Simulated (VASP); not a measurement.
The system is BaTiO3.

```
CELL_PARAMETERS angstrom
2.82737 1.63238 2.31839
-2.82737 1.63238 2.31839
0.00000 -3.26476 2.31839
ATOMIC_POSITIONS crystal
Ba 0.00000 0.00000 0.00000
Ti 0.48450 0.48450 0.48450
O 0.50860 0.01750 0.50860
O 0.01750 0.50860 0.50860
O 0.50860 0.50860 0.01750
```

Base run:

| Property | Result |
| --- | --- |
| Program | VASP 6.6.1 |
| Functional | PBEsol |
| Potentials or basis | VASP PAW PBE potentials, release 64 (Ba_sv, Ti_sv, O) |
| Cutoff | 520 eV |
| k mesh | 7 × 7 × 7 |
| Occupations | fermi-dirac, width 0.05 eV |
| Spin | no spin polarisation |

Its results: band gap on the k mesh 2.40 eV, indirect (least direct gap 2.74 eV); pressure 0.6 GPa; largest force 0.143 eV/Å.

Q: The run is repeated on the same cell with these changes: k mesh from 7 × 7 × 7 to 6 × 6 × 6. What comes out?

A: Band gap on the k mesh 2.34 eV, indirect (least direct gap 2.74 eV); pressure 0.6 GPa; largest force 0.142 eV/Å.

Caveats: the PAW data sets were made with another functional, which shifts forces and pressure a little; spin-orbit coupling is left out, which moves the levels of the heavy elements.

A k mesh can miss the band edges.
